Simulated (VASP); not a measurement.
Al3Ga5P8: single point with PBEsol

Al3Ga5P8:

```
Al Ga P
1.0
    10.90485    0.00000    0.00000
     0.00000   10.90485    0.00000
     0.00000    0.00000   10.90485
Al Ga P
12 20 32
Direct
  0.99997 0.00019 0.99950
  0.50032 0.00077 0.99924
  0.50023 0.00022 0.49969
  0.24957 0.75004 0.49995
  0.75040 0.25018 0.49931
  0.24996 0.00090 0.24963
  0.24980 0.50019 0.75018
  0.75021 0.00007 0.24953
  0.99976 0.25019 0.74969
  0.50023 0.25032 0.74932
  0.50053 0.74951 0.24945
  0.50025 0.75021 0.74971
  0.00062 0.00027 0.50001
  0.00031 0.50080 0.00032
  0.99995 0.50033 0.49978
  0.50072 0.50028 0.00000
  0.50096 0.50033 0.49948
  0.25017 0.25106 0.00035
  0.25036 0.25078 0.49956
  0.25029 0.75013 0.00004
  0.75026 0.25145 0.00018
  0.75083 0.74987 0.99957
  0.75132 0.75016 0.50025
  0.25011 0.00080 0.74993
  0.25044 0.50001 0.24994
  0.75054 0.00016 0.74998
  0.75048 0.50058 0.24982
  0.75041 0.50085 0.75011
  0.00047 0.25076 0.24990
  0.00020 0.74989 0.25005
  0.00023 0.75053 0.75015
  0.50021 0.25136 0.24969
  0.12499 0.12597 0.12451
  0.12555 0.12533 0.62456
  0.12535 0.62525 0.12516
  0.12437 0.62526 0.62510
  0.62508 0.12623 0.12479
  0.62568 0.12485 0.62491
  0.62594 0.62489 0.12422
  0.62572 0.62528 0.62451
  0.37532 0.37566 0.12462
  0.37548 0.37588 0.62432
  0.37554 0.87550 0.12488
  0.37482 0.87563 0.62499
  0.87542 0.37563 0.12514
  0.87487 0.37581 0.62468
  0.87555 0.87451 0.12481
  0.87564 0.87549 0.62504
  0.37544 0.12607 0.37457
  0.37457 0.12608 0.87486
  0.37543 0.62488 0.37505
  0.37529 0.62514 0.87530
  0.87597 0.12503 0.37449
  0.87447 0.12554 0.87505
  0.87539 0.62504 0.37475
  0.87544 0.62530 0.87473
  0.12498 0.37544 0.37477
  0.12468 0.37516 0.87539
  0.12490 0.87535 0.37473
  0.12574 0.87525 0.87458
  0.62526 0.37561 0.37428
  0.62514 0.37562 0.87459
  0.62564 0.87463 0.37516
  0.62593 0.87503 0.87460
```

| Quantity | Value |
| --- | --- |
| Program | VASP 6.6.1 |
| Task | single point |
| Functional | PBEsol |
| Potentials or basis | VASP PAW PBE potentials, release 64 (Al, Ga_d, P) |
| Cutoff | 520 eV |
| k mesh | 1 × 1 × 1, shifted |
| Occupations | fermi-dirac, width 0.05 eV |
| Spin | no spin polarisation |
| Dipole correction | no |
| Further INCAR settings | LREAL = Auto; ALGO = Normal; EDIFF = 1e-07; NBANDS = 266; ISYM = 0 |

- Pressure: -0.1 GPa
- Largest force: 0.047 eV/Å
- Band gap on the k mesh: 1.97 eV

Forces on the atoms (eV/Å):
```
Al   0.013  0.003  0.011
Al   0.005 -0.008  0.005
Al   0.003  0.008  0.011
Al   0.013  0.006  0.010
Al   0.009  0.003  0.013
Al  -0.002  0.003  0.002
Al  -0.001  0.001  0.001
Al   0.012  0.003  0.010
Al   0.004  0.015  0.011
Al  -0.004 -0.006  0.003
Al   0.011  0.012  0.017
Al   0.003  0.007  0.013
Ga  -0.011 -0.008 -0.004
Ga  -0.019 -0.017 -0.005
Ga   0.005  0.002 -0.006
Ga  -0.012 -0.008 -0.007
Ga  -0.007 -0.005 -0.008
Ga  -0.013 -0.009 -0.011
Ga  -0.006 -0.006 -0.010
Ga  -0.007  0.006  0.001
Ga  -0.018 -0.009 -0.013
Ga  -0.006 -0.001 -0.007
Ga  -0.005 -0.014 -0.009
Ga  -0.005 -0.013 -0.004
Ga  -0.014 -0.002 -0.001
Ga   0.008 -0.020 -0.005
Ga  -0.008 -0.016 -0.021
Ga  -0.011 -0.015 -0.015
Ga  -0.004 -0.009 -0.014
Ga   0.005 -0.008  0.000
Ga  -0.011  0.000 -0.011
Ga  -0.023 -0.008 -0.016
P    0.002  0.018  0.009
P    0.003  0.005 -0.005
P    0.012  0.015  0.009
P   -0.008 -0.009 -0.009
P    0.010  0.012  0.004
P    0.001  0.002 -0.004
P    0.004 -0.002  0.007
P    0.008 -0.012  0.005
P    0.013  0.005  0.016
P   -0.012 -0.005 -0.013
P   -0.028 -0.023 -0.024
P   -0.012 -0.002  0.003
P    0.014  0.021  0.009
P    0.008  0.010 -0.001
P   -0.012 -0.012 -0.013
P    0.012  0.014  0.021
P    0.005  0.016  0.001
P   -0.008 -0.008 -0.009
P   -0.016 -0.015 -0.016
P    0.014 -0.002  0.015
P    0.011  0.015  0.007
P   -0.010 -0.010 -0.013
P    0.011  0.018  0.008
P    0.020  0.016  0.016
P    0.017  0.016  0.008
P    0.018  0.006  0.013
P   -0.016 -0.005 -0.014
P   -0.009 -0.011  0.001
P    0.003  0.013 -0.002
P    0.031  0.022  0.028
P    0.001 -0.004 -0.012
P    0.010  0.010  0.015
```

Levels at points of the mesh, in eV from the valence-band top:
| k point | band 224 | band 225 | band 226 | band 227 | band 228 | band 229 | band 230 | band 231 | band 232 | band 233 |
| --- | --- | --- | --- | --- | --- | --- | --- | --- | --- | --- |
| (0.25, 0.25, 0.25) | -0.43 | -0.41 | -0.40 | -0.01 | 0.00 | 1.98 | 2.01 | 2.04 | 2.26 | 2.51 |

Run time: 97 min on 1 thread of Oxide Virtual Turin-like Processor (shared host), peak memory 1.6 GiB.

Caveat: the PAW data sets were made with another functional, which shifts forces and pressure a little; a shifted mesh leaves out Γ, where band edges can lie. A k mesh can miss the band edges.
